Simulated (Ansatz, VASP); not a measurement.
Given: the input of a run of Ansatz 0.2.0 on GaP.

input.yaml

```yaml
crystal:
  lattice:
    - [0.0, 2.72525, 2.72525]
    - [2.72525, 0.0, 2.72525]
    - [2.72525, 2.72525, 0.0]
  atoms:
    - { symbol: Ga, position: [0.0, 0.0, 0.0] }
    - { symbol: P, position: [0.75, 0.75, 0.75] }
hamiltonian:
  xc: { exchange: r2scan, correlation: r2scan, exx: { coeff: 0.15 } }
  pseudopotentials: { kind: paw }
kpoints:
  mp_grid: { grid: [5, 5, 5] }
scf:
  occupations: { method: fermi_dirac, width: 0.05 }
output:
  forces: true
  stress: true
  eigenvalues: true
```

Potentials or basis: Ansatz PAW.

Launch:

```sh
$ ansatz run input.yaml --threads 1 --pin off --max-ram 3584MiB --backend cpu --events-out ev --progress --plain --runs-dir out
```

Question: Translate it to VASP 6.6.1. Potentials there: VASP PAW PBE potentials, release 64 (Ga_d, P).

Answer: As run (the cutoff follows the program's own potentials):

POSCAR

```
GaP
1.0
    0.0000000000      2.7252500000      2.7252500000
    2.7252500000      0.0000000000      2.7252500000
    2.7252500000      2.7252500000      0.0000000000
Ga P
1 1
Direct
    0.0000000000      0.0000000000      0.0000000000
    0.7500000000      0.7500000000      0.7500000000
```

The input INCAR.step1:

```
SYSTEM = GaP
PREC = Accurate
ENCUT = 520
EDIFF = 1E-5
ISMEAR = -1
SIGMA = 0.05
LREAL = .FALSE.
LASPH = .TRUE.
NELM = 100
ALGO = Normal
ISIF = 2
LWAVE = .TRUE.
LCHARG = .FALSE.
GGA = PE
NBANDS = 16
```

Contents of INCAR.step2:

```
SYSTEM = GaP
PREC = Accurate
ENCUT = 520
EDIFF = 1E-7
ISMEAR = -1
SIGMA = 0.05
LREAL = .FALSE.
LASPH = .TRUE.
NELM = 100
ALGO = Normal
ISIF = 2
LWAVE = .FALSE.
LCHARG = .FALSE.
METAGGA = R2SCAN
LHFCALC = .TRUE.
AEXX = 0.15
LMIXTAU = .TRUE.
PRECFOCK = Normal
ISTART = 1
NBANDS = 16
```

The input KPOINTS:

```
regular mesh
0
G
  5 5 5
  0 0 0
```

Potentials or basis: VASP PAW PBE potentials, release 64 (Ga_d, P).

Command:

```bash
$ cat potpaw_PBE.64/Ga_d/POTCAR potpaw_PBE.64/P/POTCAR > POTCAR
$ cp INCAR.step1 INCAR
$ mpirun -np 1 vasp_std > vasp.out
$ cp INCAR.step2 INCAR
$ mpirun -np 1 vasp_std > vasp.out
```

Both were run:

|  | VASP | Ansatz | Ansatz less VASP |
| --- | --- | --- | --- |
| gap on the k mesh at the Fermi level (eV) | 2.61 | 2.59 | -0.025 |
| least direct gap on the mesh (eV) | 3.20 | 3.20 | -0.001 |
| pressure (GPa) | -0.5 | -0.4 | +0.15 |

VASP's potentials were made for PBE, not for r2SCAN-based global hybrid. The functional is the same, so the differences come from potentials, cutoffs and numerics.

Noted on Ansatz's run: odd divisions of the mesh miss points on the zone boundary, where band edges often lie, so the gap on the mesh can be too wide.
